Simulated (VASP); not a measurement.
Set up this calculation in VASP 6.6.1, as the native input.

| Quantity | Value |
| --- | --- |
| Task | single point |
| Functional | PBE-based screened hybrid with 40 % exact exchange |
| Potentials or basis | VASP PAW PBE potentials, release 64 (Ga_d, B) |
| Cutoff | 520 eV |
| k mesh | 5 × 5 × 4 |
| Occupations | fermi-dirac, width 0.05 eV |
| Spin | no spin polarisation |
| Dipole correction | no |
| Grid for exact exchange (PRECFOCK) | Normal |
| Share of exact exchange | 0.4 |
| Further INCAR settings | ALGO = Normal; EDIFF = 1e-07; NBANDS = 15 |
| Screening parameter | 0.2 1/Å |

Crystal: GaB.

```xyz
2
Lattice="2.7182 0.0000 0.0000 0.0000 2.7182 0.0000 0.0000 0.0000 3.2362" Properties=species:S:1:pos:R:3 pbc="T T T"
Ga    1.3591    1.3591    1.6181
B     0.0000    0.0000    0.0000
```

One way to write it, as run:

POSCAR

```
GaB
1.0
    2.7182400000      0.0000000000      0.0000000000
    0.0000000000      2.7182400000      0.0000000000
    0.0000000000      0.0000000000      3.2362100000
Ga B
1 1
Direct
    0.5000000000      0.5000000000      0.5000000000
    0.0000000000      0.0000000000      0.0000000000
```

INCAR.step1

```
PREC = Accurate
ENCUT = 520
EDIFF = 1E-5
ISMEAR = -1
SIGMA = 0.05
LREAL = F
LASPH = T
NELM = 60
ALGO = Normal
ISIF = 2
LWAVE = T
NBANDS = 15
GGA = PE
```

INCAR.step2

```
PREC = Accurate
ENCUT = 520
EDIFF = 1E-7
ISMEAR = -1
SIGMA = 0.05
LREAL = F
LASPH = T
NELM = 60
ALGO = Normal
ISIF = 2
LWAVE = F
LCHARG = T
GGA = PE
LHFCALC = T
AEXX = 0.4
HFSCREEN = 0.2
PRECFOCK = Normal
LELF = T
LVHAR = T
NBANDS = 15
ISTART = 1
```

KPOINTS

```
regular mesh
0
Gamma
  5 5 4
```

Potentials or basis: VASP PAW PBE potentials, release 64 (Ga_d, B).

The run is started by

```console
$ cat potpaw_PBE.64/Ga_d/POTCAR potpaw_PBE.64/B/POTCAR > POTCAR
$ cp INCAR.step1 INCAR
$ mpirun -np 1 vasp_std > vasp.out
$ cp INCAR.step2 INCAR
$ mpirun -np 1 vasp_std > vasp.out
```

It gave:

```yaml
Pressure: -5.1 GPa
Band_gap_on_the_k_mesh: zero (bands 8 and 9 overlap by 8.48 eV)
```

Caveat: the k points lie up to 0.49 Å⁻¹ apart, too coarse for converged energies and pressures of a metal; the PAW data sets were made with another functional, which shifts forces and pressure a little.

It took 16 min on 1 thread of Intel Xeon 8259CL, on a shared host, peak memory 0.24 GiB.
